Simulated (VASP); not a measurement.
# RhN (F-43m) in VASP: single point with r2SCAN

Aim: the single point of RhN with r2SCAN.

Everything below comes from runs of VASP 6.6.1. Logs are shortened: lines on timing, memory, paths and dates and some standing lists are left out, and cuts for length are marked.

**1. The cell of the first run**

It takes space group F-43m (No. 216, cubic). The conventional cell has a = 4.599 Å, b = 4.599 Å, c = 4.599 Å, α = 90.00°, β = 90.00°, γ = 90.00°. Rh (site symmetry -43m) has 4 N at 1.99 Å within 2.6 Å. N (site symmetry -43m) has 4 Rh at 1.99 Å within 2.6 Å.

**2. Single point, r2SCAN**

File POSCAR:

```
RhN
1.0
    0.0000000000      2.2995982485      2.2995982485
    2.2995982485      0.0000000000      2.2995982485
    2.2995982485      2.2995982485      0.0000000000
Rh N
1 1
Direct
    0.0000000000      0.0000000000      0.0000000000
    0.2500000000      0.2500000000      0.2500000000
```

File INCAR.step1:

```
SYSTEM = RhN
PREC     = Accurate       ! precision mode
ENCUT    = 520            ! plane-wave cutoff, eV
ISMEAR   = 0              ! smearing method
SIGMA    = 0.05           ! smearing width, eV
LREAL    = .FALSE.        ! projectors in reciprocal space
LASPH    = .TRUE.         ! aspherical terms in the spheres
NELM     = 60             ! most SCF steps
NBANDS   = 17             ! bands
GGA      = PE             ! functional
ALGO     = Normal         ! electronic algorithm
EDIFF    = 1E-4           ! SCF threshold, eV
LWAVE    = .TRUE.         ! write WAVECAR
LCHARG   = .FALSE.        ! write CHGCAR
```

File INCAR.step2:

```
SYSTEM = RhN
PREC     = Accurate       ! precision mode
ENCUT    = 520            ! plane-wave cutoff, eV
EDIFF    = 1E-7           ! SCF threshold, eV
ISMEAR   = 0              ! smearing method
SIGMA    = 0.05           ! smearing width, eV
LREAL    = .FALSE.        ! projectors in reciprocal space
LASPH    = .TRUE.         ! aspherical terms in the spheres
NELM     = 60             ! most SCF steps
ALGO     = Normal         ! electronic algorithm
ISIF     = 2              ! what is computed and relaxed
LWAVE    = .FALSE.        ! write WAVECAR
LCHARG   = .FALSE.        ! write CHGCAR
METAGGA  = R2SCAN         ! meta-GGA
LMIXTAU  = .TRUE.       
NBANDS   = 17             ! bands
ISTART   = 1
```

File KPOINTS:

```
Automatic mesh
0
G
  12 12 12
  0 0 0
```

Potentials or basis: VASP PAW PBE potentials, release 64 (Rh_pv, N).

On the command line:

```sh
> cat potpaw_PBE.64/Rh_pv/POTCAR potpaw_PBE.64/N/POTCAR > POTCAR
> cp INCAR.step1 INCAR
> mpirun -np 1 vasp_std > vasp.out
> cp INCAR.step2 INCAR
> mpirun -np 1 vasp_std > vasp.out
```

OUTCAR:

```text
SYSTEM = RhN
   PREC = Accurate
   ENCUT = 520
   EDIFF = 1E-7
   ISMEAR = 0
   LREAL = .FALSE.
   LASPH = .TRUE.
   NELM = 60
   ISIF = 2
   METAGGA = R2SCAN
   ISTART = 1

 ion  position               nearest neighbor table
   1  0.000  0.000  0.000-   2 1.99   2 1.99   2 1.99   2 1.99
   2  0.250  0.250  0.250-   1 1.99   1 1.99   1 1.99   1 1.99

  LATTYP: Found a face centered cubic cell.
 ALAT       =     4.5991964970

  Lattice vectors:

 A1 = (   0.0000000000,   2.2995982485,   2.2995982485)
 A2 = (   2.2995982485,   0.0000000000,   2.2995982485)
 A3 = (   2.2995982485,   2.2995982485,   0.0000000000)

Analysis of symmetry for initial positions (statically):
=====================================================================
 Subroutine PRICEL returns:
 Original cell was already a primitive cell.

 Routine SETGRP: Setting up the symmetry group for a
 face centered cubic supercell.

 Subroutine GETGRP returns: Found 24 space group operations
 (whereof 24 operations were pure point group operations)
 out of a pool of 48 trial point group operations.

The static configuration has the point symmetry T_d .

Analysis of symmetry for dynamics (positions and initial velocities):
=====================================================================
 Subroutine PRICEL returns:
 Original cell was already a primitive cell.

 Routine SETGRP: Setting up the symmetry group for a
 face centered cubic supercell.

 Subroutine GETGRP returns: Found 24 space group operations
 (whereof 24 operations were pure point group operations)
 out of a pool of 48 trial point group operations.

The dynamic configuration has the point symmetry T_d .

 Subroutine INISYM returns: Found 24 space group operations
 (whereof 24 operations are pure point group operations),
 and found     1 'primitive' translations

----------------------------------------------------------------------------------------

                                     Primitive cell

  volume of cell :      24.3213

  direct lattice vectors                    reciprocal lattice vectors
     0.000000000  2.299598249  2.299598249    -0.217429284  0.217429284  0.217429284
     2.299598249  0.000000000  2.299598249     0.217429284 -0.217429284  0.217429284
     2.299598249  2.299598249  0.000000000     0.217429284  0.217429284 -0.217429284

  length of vectors
     3.252123031  3.252123031  3.252123031     0.376598566  0.376598566  0.376598566

  position of ions in fractional coordinates (direct lattice)
     0.000000000  0.000000000  0.000000000
     0.250000000  0.250000000  0.250000000

  ion indices of the primitive-cell ions
   primitive index   ion index
                 1           1
                 2           2

----------------------------------------------------------------------------------------

 KPOINTS: Automatic mesh

Automatic generation of k-mesh.
 Grid dimensions read from file:
 generate k-points for:   12   12   12

 Generating k-lattice:

  Cartesian coordinates                     Fractional coordinates (reciprocal lattice)
    -0.018119107  0.018119107  0.018119107     0.083333333  0.000000000  0.000000000
     0.018119107 -0.018119107  0.018119107     0.000000000  0.083333333  0.000000000
     0.018119107  0.018119107 -0.018119107     0.000000000  0.000000000  0.083333333

  Length of vectors
     0.031383214  0.031383214  0.031383214

  Shift w.r.t. Gamma in fractional coordinates (k-lattice)
     0.000000000  0.000000000  0.000000000

 Subroutine IBZKPT returns following result:
 ===========================================

 Found     72 irreducible k-points:

 Following reciprocal coordinates:
            Coordinates               Weight
  0.000000  0.000000  0.000000      1.000000
  0.083333  0.000000  0.000000      8.000000
  0.166667  0.000000  0.000000      8.000000
  0.250000  0.000000  0.000000      8.000000
  0.333333  0.000000  0.000000      8.000000
  0.416667  0.000000  0.000000      8.000000
[... 16 lines left out ...]
  0.500000  0.166667  0.000000     24.000000
 -0.416667  0.166667  0.000000     24.000000
 [... further k-points ...]
   k-points           NKPTS =     72   k-points in BZ     NKDIM =     72   number of bands    NBANDS=     17
   number of dos      NEDOS =    301   number of ions     NIONS =      2
   total plane-waves  NPLWV =  13824
   dimension x,y,z NGX =    24 NGY =   24 NGZ =   24
   dimension x,y,z NGXF=    48 NGYF=   48 NGZF=   48
   ions per type =               1   1
   NGX,Y,Z   is equivalent  to a cutoff of  12.27, 12.27, 12.27 a.u.
   NGXF,Y,Z  is equivalent  to a cutoff of  24.54, 24.54, 24.54 a.u.
 SYSTEM =  RhN
   PREC   = accura    normal or accurate (medium, high low for compatibility)
   ISTART =      1    job   : 0-new  1-cont  2-samecut
   ICHARG =      0    charge: 1-file 2-atom 10-const
   ISPIN  =      1    spin polarized calculation?
   LNONCOLLINEAR =      F non collinear calculations
   LSORBIT =      F    spin-orbit coupling
   LASPH  =      T    aspherical Exc in radial PAW
   ENCUT  =  520.0 eV  38.22 Ry    6.18 a.u.   6.05  6.05  6.05*2*pi/ulx,y,z
   NELM   =     60;   NELMIN=  2; NELMDL=  0     # of ELM steps
   EDIFF  = 0.1E-06   stopping-criterion for ELM
   LREAL  =      F    real-space projection
   EDIFFG = 0.1E-05   stopping-criterion for IOM
   NSW    =      0    number of steps for IOM
   IBRION =     -1    ionic relax: 0-MD 1-quasi-New 2-CG
   NFREE  =      0    steps in history (QN), initial steepest desc. (CG)
   ISIF   =      2    stress and relaxation
   ISYM   =      2    0-nonsym 1-usesym 2-fastsym
   POTIM  = 0.5000    time-step for ionic-motion
   TEBEG  =    0.0;   TEEND  =   0.0 temperature during run
   PSTRESS=    0.0 pullay stress
   NELECT =      20.0000    total number of electrons
   NUPDOWN=      -1.0000    fix difference up-down
   EMIN   =  10.00;   EMAX   =-10.00  energy-range for DOS
   EFERMI =   0.00;   METHOD = LEGACY
   ISMEAR =     0;   SIGMA  =   0.05  broadening in eV -4-tet -1-fermi 0-gaus
   EFERMI_NEDOS =   21; number of points for ismear=-14 and -15
   IALGO  =     38    algorithm
   IMIX   =      4    mixing-type and parameters
     AMIX     =   0.40;   BMIX     =  1.00
     AMIX_MAG =   1.60;   BMIX_MAG =  1.00
  volume/ion in A,a.u.               =      12.16        82.06
  Fermi-wavevector in a.u.,A,eV,Ry     =   1.533756  2.898378 32.006435  2.352407
  Thomas-Fermi vector in A             =   2.640779
   LORBIT       =      0    0 simple, 1 ext, 2 COOP (PROOUT), +10 PAW based schemes
   METAGGA = R2SCAN    functional components
   LHFCALC =     F    Hartree Fock is set to
   AEXX    =    0.0000 exact exchange contribution
   IVDW    =     0    specifies the selected vdW correction
   LEPSILON=     F    determine dielectric tensor
   LRPA    =     F    only Hartree local field effects (RPA)
 non-spin polarized calculation
 Gauss-broadening in eV      SIGMA  =   0.05
  energy-cutoff  :      520.00
  volume of cell :       24.32
 maximum number of plane-waves:       664
   NGX = 13   NGY = 13   NGZ = 13

 number of electron      20.0000001 magnetization

 Free energy of the ion-electron system (eV)
  ---------------------------------------------------
  ext. energy  EPLUGINS =         0.00000000
  ---------------------------------------------------
  free energy    TOTEN  =       -32.44964975 eV

  energy without entropy =      -32.44759672  energy(sigma->0) =      -32.44862324

 E-fermi :   8.6254     XC(G=0): -13.1141

 val. band max:        8.6057297368   @ k =  -0.4167   0.3333   0.1667
 cond. band min:       8.6353339482   @ k =  -0.3333   0.3333   0.1667
 fundamental gap:      0.0296042114
 Fermi energy:         8.6254055751

 k-point     1 :       0.0000    0.0000    0.0000
  band No.  band energies     occupation
      1     -40.3501      2.00000
      2     -40.3501      2.00000
      3     -40.3501      2.00000
      4      -9.1184      2.00000
      5       1.1727      2.00000
      6       1.1727      2.00000
[... 9 lines left out ...]
     16      23.4389      0.00000
     17      25.1902      0.00000

 k-point     2 :       0.0833    0.0000    0.0000
  band No.  band energies     occupation
      1     -40.3587      2.00000
      2     -40.3514      2.00000
      3     -40.3514      2.00000
      4      -9.0554      2.00000
      5       1.1299      2.00000
      6       1.2252      2.00000
[... 9 lines left out ...]
     16      23.5580      0.00000
     17      25.1905      0.00000

 k-point     3 :       0.1667    0.0000    0.0000
  band No.  band energies     occupation
      1     -40.3823      2.00000
      2     -40.3550      2.00000
      3     -40.3550      2.00000
      4      -8.8856      2.00000
      5       1.0672      2.00000
      6       1.3632      2.00000
[... 9 lines left out ...]
     16      23.8457      0.00000
     17      25.1902      0.00000

 k-point     4 :       0.2500    0.0000    0.0000
  band No.  band energies     occupation
      1     -40.4143      2.00000
      2     -40.3598      2.00000
      3     -40.3598      2.00000
      4      -8.6600      2.00000
      5       1.1166      2.00000
      6       1.5344      2.00000
[... 9 lines left out ...]
     16      24.0991      0.00000
     17      25.1903      0.00000
[... 343 lines left out ...]
      1     -40.4524      2.00000
      2     -40.3810      2.00000
      3     -40.3761      2.00000
      4      -8.2712      2.00000
      5       1.1640      2.00000
      6       2.0778      2.00000
[... 9 lines left out ...]
     16      23.6469      0.00000
     17      25.1906      0.00000

 k-point    23 :       0.5000    0.1667    0.0000
  band No.  band energies     occupation
      1     -40.4663      2.00000
      2     -40.3878      2.00000
      3     -40.3766      2.00000
      4      -8.1713      2.00000
      5       1.4403      2.00000
      6       2.1128      2.00000
[... 9 lines left out ...]
     16      23.8216      0.00000
     17      25.1902      0.00000

 k-point    24 :      -0.4167    0.1667    0.0000
  band No.  band energies     occupation
      1     -40.4674      2.00000
      2     -40.3918      2.00000
      3     -40.3742      2.00000
      4      -8.1591      2.00000
      5       1.5959      2.00000
      6       2.0708      2.00000
[... 9 lines left out ...]
     16      24.0429      0.00000
     17      25.1902      0.00000

 [... further k-points ...]
[... 5 lines left out ...]
  --------------------------------------------------------------------------------------
  -------------------------------------------------------------------------------------
  Total       -0.5208501     -0.5208501     -0.5208501      0.0000000     -0.0000000      0.0000000
  in kB      -34.3113174    -34.3113174    -34.3113174      0.0000000     -0.0000000      0.0000000
  external PRESSURE =     -34.3113174 kB  Pullay stress =       0.0000000 kB

 VOLUME and BASIS-vectors are now :
 -----------------------------------------------------------------------------
  energy-cutoff  :      520.00
  volume of cell :       24.32
      direct lattice vectors                 reciprocal lattice vectors
     0.000000000  2.299598249  2.299598249    -0.217429284  0.217429284  0.217429284
     2.299598249  0.000000000  2.299598249     0.217429284 -0.217429284  0.217429284
     2.299598249  2.299598249  0.000000000     0.217429284  0.217429284 -0.217429284

 POSITION                                       TOTAL-FORCE (eV/Angst)
 -----------------------------------------------------------------------------------
      0.00000      0.00000      0.00000        -0.000000     -0.000000     -0.000000
      1.14980      1.14980      1.14980         0.000000      0.000000      0.000000
 -----------------------------------------------------------------------------------
    total drift:                               -0.000004     -0.000004     -0.000004

  FREE ENERGIE OF THE ION-ELECTRON SYSTEM (eV)
  ---------------------------------------------------
  free  energy   TOTEN  =       -32.4496497496 eV

  energy  without entropy=      -32.4475967205  energy(sigma->0) =      -32.44862324
```

It took 1.8 min on 1 thread of Intel Xeon 8259CL, shared host; peak memory 0.17 GiB.

Results:

```
Free energy            : -32.4496 eV
Pressure               : -3.4 GPa
Band gap on the k mesh : zero (bands 10 and 11 overlap by 3.11 eV)
```

Caveat: the cell stands under tension; the PAW data sets were made with another functional, which shifts forces and pressure a little.
